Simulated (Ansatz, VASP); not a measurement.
ScB2: VASP beside Ansatz

```
Sc B
1.0
     3.16047    0.00000    0.00000
    -1.58023    2.73704    0.00000
     0.00000    0.00000    3.53169
Sc B
1 2
Cartesian
  0.0000 0.0000 0.0000
  0.0000 1.8247 1.7658
  1.5802 0.9123 1.7658
```

Change from the starting cell: volume scaled by 1.01, crystal datasets.

Alike in both runs: task electric field gradients; functional PBEsol; k mesh 12 × 12 × 9; occupations fermi-dirac, width 0.03 eV; no spin polarisation.

|  | VASP | Ansatz |
| --- | --- | --- |
| version | VASP 6.6.1 | Ansatz 0.2.0 |
| potentials or method | VASP PAW PBE potentials, release 64 (Sc_sv, B), cutoff 520 eV | all-electron PAW with datasets made for the crystal, scalar-relativistic |

Ansatz gave:

| Item | Value |
| --- | --- |
| pressure (GPa) | -6.6 |
| traceless stress, the component that is largest in VASP (GPa) | 0.33 |
| size of Vzz on the site where it differs most (V/Å²) | 5.7 |

Problem. What did VASP give for the same quantities?

Solution. Pressure (GPa): -6.2; traceless stress, the component that is largest in VASP (GPa): 0.35; size of Vzz on the site where it differs most (V/Å²): 7.0.

VASP's potentials were made for PBE, not for PBEsol. Ansatz ran all-electron here, and VASP with PAW potentials.
